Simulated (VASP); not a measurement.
# Zn3Bi2 in VASP: a series of runs

The runs below take Zn3Bi2 through single point, with PBE.

Everything below comes from runs of VASP 6.6.1. Logs are shortened: lines on timing, memory, paths and dates and some standing lists are left out, and cuts for length are marked.

### Step 1. The cell of the first run

The cell holds a disordered packing, 10 atoms: a = 6.769 Å, b = 6.063 Å, c = 7.030 Å, α = 84.74°, β = 100.93°, γ = 89.55°.

### Step 2. Single point, PBE

INCAR

```
  PREC = Accurate
  ENCUT = 520
  EDIFF = 1E-6
  ISMEAR = 1
  SIGMA = 0.15
  LREAL = F
  LASPH = T
  NELM = 80
  ALGO = Normal
  ISIF = 2
  LWAVE = F
  LCHARG = F
  GGA = PE
  NBANDS = 77
```

KPOINTS

```
Automatic mesh
0
Gamma
  2 3 2
```

POSCAR

```
Zn3Bi2
1.0
    6.6294870000      0.6975080000     -1.1784000000
   -0.5582270000      6.0354120000      0.1604960000
   -0.1612780000      0.4460620000      7.0141870000
Zn Bi
6 4
Direct
    0.3037307342      0.3053891937      0.5206132305
    0.1640652708      0.9271407829      0.8654594079
    0.2245993674      0.4166489808      0.8721206606
    0.7836917651      0.7223190293      0.9151054942
    0.8722676994      0.1788922107      0.5411581945
   -0.0062271628      0.3289528798      0.1822736249
    0.5902188232      0.4887231344      0.2538261032
    0.6445371592      0.2051950848      0.8781252336
    0.0125236564      0.7011109844      0.4646035767
    0.4227218762      0.9928427315      0.2431302690
```

Potentials or basis: VASP PAW PBE potentials, release 64 (Zn, Bi_d).

Run with:

```bash
cat potpaw_PBE.64/Zn/POTCAR potpaw_PBE.64/Bi_d/POTCAR > POTCAR
mpirun -np 1 vasp_std > vasp.out
```

OUTCAR:

```text
PREC = Accurate
   ENCUT = 520
   EDIFF = 1E-6
   ISMEAR = 1
   LREAL = F
   LASPH = T
   NELM = 80
   ISIF = 2
   GGA = PE

 ion  position               nearest neighbor table
   1  0.304  0.305  0.521-   3 2.77   6 2.85   9 3.04  10 3.05   8 3.08   7 3.09
   2  0.164  0.927  0.865-   4 2.93  10 2.95   3 3.00   5 3.01   9 3.24
   3  0.225  0.417  0.872-   1 2.77   6 2.93   2 3.00   8 3.10   9 3.28   7 3.35
   4  0.784  0.722  0.915-   2 2.93   8 3.04   7 3.16   8 3.30
   5  0.872  0.179  0.541-   6 2.87   2 3.01   7 3.01   8 3.08   9 3.17   9 3.34
   6  0.994  0.329  0.182-   1 2.85   5 2.87   3 2.93   8 3.02   7 3.04   9 3.13  10 3.47
   7  0.590  0.489  0.254-   5 3.01   6 3.04   1 3.09   4 3.16  10 3.22  10 3.24   9 3.29   3 3.35
                             8 3.36
   8  0.645  0.205  0.878-   6 3.02   4 3.04   5 3.08   1 3.08   3 3.10   4 3.30   7 3.36  10 3.37

   9  0.013  0.701  0.465-   1 3.04   6 3.13   5 3.17   2 3.24   3 3.28   7 3.29   5 3.34  10 3.80

  10  0.423  0.993  0.243-   2 2.95   1 3.05   7 3.22   7 3.24   8 3.37   6 3.47   9 3.80

  LATTYP: Found a triclinic cell.
 ALAT       =     8.8527669265
 B/A-ratio  =     0.6849042077
 C/A-ratio  =     0.7646687683
 COS(alpha) =     0.0077929175
 COS(beta)  =     0.1559104680
 COS(gamma) =     0.6120992875

  Lattice vectors:

 A1 = (  -0.3969490000,   5.5893500000,  -6.8536910000)
 A2 = (  -0.5582270000,   6.0354120000,   0.1604960000)
 A3 = (   6.6294870000,   0.6975080000,  -1.1784000000)

Analysis of symmetry for initial positions (statically):
=====================================================================
 Subroutine PRICEL returns:
 Original cell was already a primitive cell.

 Routine SETGRP: Setting up the symmetry group for a
 triclinic supercell.

 Subroutine GETGRP returns: Found  1 space group operations
 (whereof  1 operations were pure point group operations)
 out of a pool of  2 trial point group operations.

The static configuration has the point symmetry C_1 .

Analysis of symmetry for dynamics (positions and initial velocities):
=====================================================================
 Subroutine PRICEL returns:
 Original cell was already a primitive cell.

 Routine SETGRP: Setting up the symmetry group for a
 triclinic supercell.

 Subroutine GETGRP returns: Found  1 space group operations
 (whereof  1 operations were pure point group operations)
 out of a pool of  2 trial point group operations.

The dynamic configuration has the point symmetry C_1 .

 Subroutine INISYM returns: Found  1 space group operations
[... 106 lines left out ...]
   PSTRESS=    0.0 pullay stress
   NELECT =     132.0000    total number of electrons
   NUPDOWN=      -1.0000    fix difference up-down
   EMIN   =  10.00;   EMAX   =-10.00  energy-range for DOS
   EFERMI =   0.00;   METHOD = LEGACY
   ISMEAR =     1;   SIGMA  =   0.15  broadening in eV -4-tet -1-fermi 0-gaus
   EFERMI_NEDOS =   21; number of points for ismear=-14 and -15
   IALGO  =     38    algorithm
   IMIX   =      4    mixing-type and parameters
     AMIX     =   0.40;   BMIX     =  1.00
     AMIX_MAG =   1.60;   BMIX_MAG =  1.00
  volume/ion in A,a.u.               =      28.20       190.33
  Fermi-wavevector in a.u.,A,eV,Ry     =   1.271058  2.401952 21.981430  1.615590
  Thomas-Fermi vector in A             =   2.404012
   LORBIT       =      0    0 simple, 1 ext, 2 COOP (PROOUT), +10 PAW based schemes
   GGA     = PE    functional components
   LHFCALC =     F    Hartree Fock is set to
   AEXX    =    0.0000 exact exchange contribution
   IVDW    =     0    specifies the selected vdW correction
   LEPSILON=     F    determine dielectric tensor
   LRPA    =     F    only Hartree local field effects (RPA)
 non-spin polarized calculation
 Methfessel and Paxton  Order N= 1 SIGMA  =   0.15
  energy-cutoff  :      520.00
  volume of cell :      282.03
 maximum number of plane-waves:      7628
   NGX = 25   NGY = 23   NGZ = 27

 number of electron     131.9999975 magnetization

 Free energy of the ion-electron system (eV)
  ---------------------------------------------------
  ext. energy  EPLUGINS =         0.00000000
  ---------------------------------------------------
  free energy    TOTEN  =       -18.93241356 eV

  energy without entropy =      -18.93533146  energy(sigma->0) =      -18.93338619

 E-fermi :   3.5265     XC(G=0):  -9.4285

 val. band max:        3.5127150086   @ k =   0.0000   0.0000   0.5000
 cond. band min:       3.5412710448   @ k =   0.5000   0.3333   0.5000
 fundamental gap:      0.0285560362
 Fermi energy:         3.5264974142

 k-point     1 :       0.0000    0.0000    0.0000
  band No.  band energies     occupation
      1     -19.4635      2.00000
      2     -19.4335      2.00000
      3     -19.3890      2.00000
      4     -19.3721      2.00000
      5     -19.3673      2.00000
      6     -19.3514      2.00000
[... 629 lines left out ...]
     76       6.6837      0.00000
     77       7.0994      0.00000

------------------------ aborting loop because EDIFF is reached ----------------------------------------

  FORCE on cell =-STRESS in cart. coord.  units (eV):
  Direction    XX          YY          ZZ          XY          YZ          ZX
  --------------------------------------------------------------------------------------
  -------------------------------------------------------------------------------------
  Total       -2.8437588     -3.5546924     -7.5471948      0.3252737      0.3343565     -0.9344596
  in kB      -16.1547955    -20.1934596    -42.8740251      1.8478116      1.8994092     -5.3084686
  external PRESSURE =     -26.4074267 kB  Pullay stress =       0.0000000 kB

 VOLUME and BASIS-vectors are now :
 -----------------------------------------------------------------------------
  energy-cutoff  :      520.00
  volume of cell :      282.03
      direct lattice vectors                 reciprocal lattice vectors
     6.629487000  0.697508000 -1.178400000     0.149846744  0.013791317  0.002568395
    -0.558227000  6.035412000  0.160496000    -0.019210754  0.164201362 -0.010883978
    -0.161278000  0.446062000  7.014187000     0.025614181 -0.001440220  0.143248737

 POSITION                                       TOTAL-FORCE (eV/Angst)
 -----------------------------------------------------------------------------------
      1.75914      2.28723      3.34278        -0.023586      0.042625     -0.013847
      0.43053      6.09616      6.02596        -0.132891     -0.233375     -0.105441
      1.11574      3.06033      5.91942        -0.349829      0.230117      0.370242
      4.64467      5.31432      5.61115         0.308903     -0.008638     -0.012860
      5.59555      1.92949      2.79662        -0.023075     -0.217946      0.089255
      6.37518      2.75984      0.16024         0.443530      0.048373     -0.350944
      3.59909      3.47455      1.16331        -0.286328      0.353693      0.468762
      4.01678      2.07970      5.43274         0.252851     -0.130293     -0.547292
     -0.38328      4.44747      3.35658         0.353706      0.291428      0.217818
      2.20899      6.39552      1.36657        -0.543281     -0.375986     -0.115692
 -----------------------------------------------------------------------------------
    total drift:                               -0.007053     -0.002405     -0.000456

  FREE ENERGIE OF THE ION-ELECTRON SYSTEM (eV)
  ---------------------------------------------------
  free  energy   TOTEN  =       -18.9324135602 eV

  energy  without entropy=      -18.9353314600  energy(sigma->0) =      -18.93338619
```

OSZICAR:

```text
N       E                     dE             d eps       ncg     rms          rms(c)
DAV:   1     0.135998275984E+04    0.13600E+04   -0.64432E+04  1232   0.223E+03
DAV:   2     0.170308953724E+03   -0.11897E+04   -0.11694E+04  1232   0.584E+02
DAV:   3    -0.836359867608E+01   -0.17867E+03   -0.17481E+03  1294   0.216E+02
DAV:   4    -0.190260258815E+02   -0.10662E+02   -0.10467E+02  1376   0.535E+01
DAV:   5    -0.193966263811E+02   -0.37060E+00   -0.36998E+00  1664   0.884E+00    0.371E+00
DAV:   6    -0.189399325824E+02    0.45669E+00   -0.24004E+00  1678   0.130E+01    0.324E+00
DAV:   7    -0.189369350955E+02    0.29975E-02   -0.30839E-01  1384   0.477E+00    0.168E+00
DAV:   8    -0.189324078468E+02    0.45272E-02   -0.80604E-02  1393   0.457E+00    0.508E-01
DAV:   9    -0.189319458096E+02    0.46204E-03   -0.18301E-02  1344   0.234E+00    0.166E-01
DAV:  10    -0.189323033599E+02   -0.35755E-03   -0.91424E-03  1627   0.734E-01    0.870E-02
DAV:  11    -0.189323967305E+02   -0.93371E-04   -0.22129E-03  1328   0.641E-01    0.423E-02
DAV:  12    -0.189324028770E+02   -0.61465E-05   -0.26548E-04  1659   0.143E-01    0.218E-02
DAV:  13    -0.189324112001E+02   -0.83231E-05   -0.76186E-05  1336   0.862E-02    0.114E-02
DAV:  14    -0.189324130490E+02   -0.18489E-05   -0.26372E-05  1195   0.859E-02    0.401E-03
DAV:  15    -0.189324135602E+02   -0.51119E-06   -0.64718E-06  1174   0.158E-02
   1 F= -.18932414E+02 E0= -.18933386E+02  d E =0.291790E-02
```

stdout:

```text
POSCAR found type information on POSCAR ZnBi
 POSCAR found :  2 types and      10 ions
 scaLAPACK will be used
 LDA part: xc-table for (Slater+PW92), standard interpolation
 POSCAR, INCAR and KPOINTS ok, starting setup
 FFT: planning ... GRIDC
 FFT: planning ... GRID_SOFT
 FFT: planning ... GRID
 WAVECAR not read
 entering main loop
```

Wall time 4.9 min (1 thread of Intel Xeon 8259CL, shared host); peak memory 0.39 GiB.

Results:

```yaml
Free_energy: -18.9324 eV
Pressure: -2.6 GPa
Largest_force: 0.671 eV/Å
Band_gap_on_the_k_mesh: zero (bands 66 and 67 overlap by 0.14 eV)
```

Forces on the atoms (eV/Å):
```
Zn  -0.024  0.043 -0.014
Zn  -0.133 -0.233 -0.105
Zn  -0.350  0.230  0.370
Zn   0.309 -0.009 -0.013
Zn  -0.023 -0.218  0.089
Zn   0.444  0.048 -0.351
Bi  -0.286  0.354  0.469
Bi   0.253 -0.130 -0.547
Bi   0.354  0.291  0.218
Bi  -0.543 -0.376 -0.116
```

Stress tensor (GPa, compression positive):
```
-1.62  0.18 -0.53
 0.18 -2.02  0.19
-0.53  0.19 -4.29
```

Levels at points of the mesh, in eV from the Fermi level:
| k point | band 64 | band 65 | band 66 | band 67 | band 68 | band 69 |
| --- | --- | --- | --- | --- | --- | --- |
| (0.00, 0.00, 0.00) | -1.34 | -0.82 | -0.18 | -0.08 | 0.23 | 0.52 |
| (0.50, 0.00, 0.00) | -1.10 | -0.80 | -0.15 | -0.12 | 0.22 | 0.56 |
| (0.00, 0.00, 0.50) | -1.20 | -0.71 | -0.40 | -0.01 | 0.13 | 0.72 |
| (0.50, 0.00, 0.50) | -1.39 | -0.40 | -0.33 | 0.15 | 0.54 | 0.65 |

Caveat: the k points lie up to 0.47 Å⁻¹ apart; spin-orbit coupling is left out, which moves the levels of the heavy elements.

### Step 3. Single point, PBE

INCAR

```
ALGO = Normal
EDIFF = 1E-6
ENCUT = 520
GGA = PE
ISIF = 2
ISMEAR = 1
LASPH = T
LCHARG = F
LREAL = F
LWAVE = F
NBANDS = 77
NELM = 100
PREC = Accurate
SIGMA = 0.15
```

KPOINTS

```
k-points
0
Gamma
  2 3 2
```

POSCAR

```
Zn3Bi2
1.0
    6.6294870000      0.6975080000     -1.1784000000
   -0.5582270000      6.0354120000      0.1604960000
   -0.1612780000      0.4460620000      7.0141870000
Zn Bi
6 4
Direct
    0.3031703643      0.3147026643      0.5098058319
    0.1624940953      0.9453495677      0.8807204909
    0.2202255346      0.4060519489      0.8700452463
    0.8020584422      0.7290485791      0.9077085181
    0.8734499426      0.1807445943      0.5375409335
    0.0051922862      0.3318088095      0.1789739286
    0.5909491936      0.4955675276      0.2541687189
    0.6502784721      0.2054285461      0.8731625906
    0.0173881614      0.6967963651      0.4678508258
    0.4150403723      0.9949542698      0.2415854317
```

Potentials or basis: VASP PAW PBE potentials, release 64 (Zn, Bi_d).

Run with:

```bash
cat potpaw_PBE.64/Zn/POTCAR potpaw_PBE.64/Bi_d/POTCAR > POTCAR
mpirun -np 1 vasp_std > vasp.out
```

Wall time 5.8 min (1 thread of Intel Xeon 8259CL, shared host); peak memory 0.39 GiB.

Results (log left out):

| Item | Value |
| --- | --- |
| Free energy | -18.9976 eV |
| Pressure | -2.7 GPa |
| Largest force | 0.527 eV/Å |
| Band gap on the k mesh | zero (bands 66 and 67 overlap by 0.10 eV) |

Forces in eV/Å, atoms in the order of the input:
```
Zn   0.113  0.025  0.131
Zn  -0.277 -0.327 -0.306
Zn  -0.250  0.272  0.301
Zn   0.256 -0.062  0.069
Zn  -0.017 -0.234  0.043
Zn   0.212  0.042 -0.359
Bi  -0.101  0.240  0.266
Bi   0.147 -0.071 -0.372
Bi   0.248  0.369  0.141
Bi  -0.330 -0.253  0.087
```

Stress tensor (GPa, compression positive):
```
-1.70  0.10 -0.37
 0.10 -2.09  0.18
-0.37  0.18 -4.19
```

Levels at points of the mesh, in eV from the Fermi level:
| k point | band 62 | band 63 | band 64 | band 65 | band 66 | band 67 | band 68 | band 69 | band 70 | band 71 |
| --- | --- | --- | --- | --- | --- | --- | --- | --- | --- | --- |
| (0.00, 0.00, 0.00) | -1.91 | -1.72 | -1.35 | -0.83 | -0.17 | -0.09 | 0.13 | 0.53 | 1.03 | 1.44 |
| (0.50, 0.00, 0.00) | -2.03 | -1.42 | -1.12 | -0.80 | -0.24 | -0.07 | 0.23 | 0.47 | 1.04 | 1.46 |
| (0.00, 0.00, 0.50) | -2.00 | -1.76 | -1.24 | -0.76 | -0.40 | 0.02 | 0.20 | 0.64 | 0.86 | 1.36 |
| (0.50, 0.00, 0.50) | -1.86 | -1.69 | -1.32 | -0.42 | -0.31 | 0.17 | 0.44 | 0.70 | 0.96 | 1.64 |

Caveat: the k points lie up to 0.47 Å⁻¹ apart; spin-orbit coupling is left out, which moves the levels of the heavy elements.

### Step 4. Single point, PBE

INCAR

```
SYSTEM = Zn3Bi2
PREC = Accurate
ENCUT = 520
EDIFF = 1E-6
ISMEAR = 1
SIGMA = 0.15
LREAL = .False.
LASPH = .True.
NELM = 80
ALGO = Normal
ISIF = 2
LWAVE = .False.
LCHARG = .True.
GGA = PE
LELF = .True.
LVHAR = .True.
NBANDS = 77
```

KPOINTS

```
Automatic mesh
0
Gamma
  2 3 2
  0 0 0
```

POSCAR

```
Zn3Bi2
1.0
    6.6294870000      0.6975080000     -1.1784000000
   -0.5582270000      6.0354120000      0.1604960000
   -0.1612780000      0.4460620000      7.0141870000
Zn Bi
6 4
Direct
    0.3172005973      0.3280401810      0.5054709900
    0.1509778906      0.9558575296      0.8893555356
    0.2143558802      0.4031550550      0.8690365962
    0.8209091160      0.7383825921      0.9028771046
    0.8832500918      0.1814306785      0.5342421025
    0.0240810215      0.3432841491      0.1745206313
    0.5937145382      0.4999015170      0.2557217277
    0.6561304503      0.2072821018      0.8678544177
    0.0228486322      0.6935202145      0.4686628126
    0.4087037555      0.9988923745      0.2405693311
```

Run with:

```bash
cat potpaw_PBE.64/Zn/POTCAR potpaw_PBE.64/Bi_d/POTCAR > POTCAR
mpirun -np 1 vasp_std > vasp.out
```

Wall time 6.3 min (1 thread of Intel Xeon 8259CL, shared host); peak memory 0.39 GiB.

Results (log left out):

- Free energy: -19.0507 eV
- Pressure: -2.5 GPa
- Largest force: 0.516 eV/Å
- Band gap on the k mesh: zero (bands 66 and 67 overlap by 0.06 eV)

Forces in eV/Å, atoms in the order of the input:
```
Zn   0.127  0.006  0.312
Zn  -0.224 -0.280 -0.371
Zn  -0.141  0.322  0.148
Zn   0.112 -0.183  0.161
Zn   0.000 -0.213  0.016
Zn   0.021  0.036 -0.304
Bi   0.097  0.193  0.057
Bi   0.016 -0.042 -0.218
Bi   0.175  0.399  0.049
Bi  -0.184 -0.238  0.149
```

Stress tensor (GPa, compression positive):
```
-1.70  0.26 -0.58
 0.26 -2.01  0.17
-0.58  0.17 -3.74
```

Levels at points of the mesh, in eV from the Fermi level:
```tsv
k point	band 64	band 65	band 66	band 67	band 68	band 69
(0.00, 0.00, 0.00)	-1.33	-0.86	-0.20	-0.05	0.11	0.53
(0.50, 0.00, 0.00)	-1.13	-0.76	-0.28	-0.03	0.26	0.44
(0.00, 0.00, 0.50)	-1.31	-0.77	-0.35	0.06	0.31	0.58
(0.50, 0.00, 0.50)	-1.26	-0.49	-0.28	0.16	0.38	0.79
```

Caveat: the k points lie up to 0.47 Å⁻¹ apart; spin-orbit coupling is left out, which moves the levels of the heavy elements.

### Step 5. Summary

```tsv
cell	gap on the mesh (eV)	pressure (GPa)	largest force (eV/Å)
as given, atomic positions A	none	-2.6	0.67
as given, atomic positions B	none	-2.7	0.53
as given, atomic positions C	none	-2.5	0.52
```

Alike in all rows: task single point; level PBE; potentials or basis VASP PAW PBE potentials, release 64 (Zn, Bi_d); no spin polarisation; k mesh 2 × 3 × 2; cutoff (eV) 520; smearing methfessel-paxton 0.15 eV.

Caveats: all runs use coarse meshes; spin-orbit coupling is left out, which moves the levels of the heavy elements.

Absolute energies hang on the potentials; compare differences alone.

The gap in the log of VASP goes by the Fermi energy; the results here count the filled bands.